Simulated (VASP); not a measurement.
A run of VASP 6.6.1 is set up as follows.

INCAR

```
ALGO = Normal
EDIFF = 1E-7
EDIFFG = -0.005
ENCUT = 600
GGA = PS
IBRION = 2
ISIF = 3
ISMEAR = -1
LASPH = T
LCHARG = F
LREAL = F
LWAVE = F
NELM = 60
NSW = 32
PREC = Accurate
PSTRESS = 520.0
SIGMA = 0.1
```

KPOINTS

```
k-points
0
Gamma
  20 20 20
```

The input POSCAR:

```
Li
1.0
   -1.9050066515      1.9050066515      1.1202673011
    1.9050066515     -1.9050066515      1.1202673011
    1.9050066515      1.9050066515     -1.1202673011
Li
2
Direct
   -0.3750000000     -0.1250000000     -0.2500000000
    0.3750000000      0.1250000000      0.2500000000
```

Potentials or basis: VASP PAW PBE potentials, release 64 (Li_sv).

Run with:

```sh
$ cat potpaw_PBE.64/Li_sv/POTCAR > POTCAR
$ mpirun -np 1 vasp_std > vasp.out
```

Q: Predict the space group after relaxing (to 0.05 Å).

A: I4_1/amd (No. 141).

Q: Estimate the relaxed volume.

A: 8.10 Å³/atom.

Final structure:
```cif
data_structure
_symmetry_space_group_name_H-M 'P 1'
_symmetry_Int_Tables_number 1
_cell_length_a 2.9143
_cell_length_b 2.9143
_cell_length_c 2.9143
_cell_angle_alpha 98.478
_cell_angle_beta 98.478
_cell_angle_gamma 134.841
_cell_volume 16.21
loop_
_atom_site_label
_atom_site_type_symbol
_atom_site_fract_x
_atom_site_fract_y
_atom_site_fract_z
_atom_site_occupancy
Li1 Li 0.62500 0.87500 0.75000 1
Li2 Li 0.37500 0.12500 0.25000 1
```

Caveat: the cutoff is under 1.25 times the usual one of these potentials, so pressure, stress and relaxed cells hold a basis-set (Pulay) error; the cell is relaxed towards a set pressure, so the enthalpy falls and the energy may rise; the PAW data sets were made with another functional, which shifts forces and pressure a little.
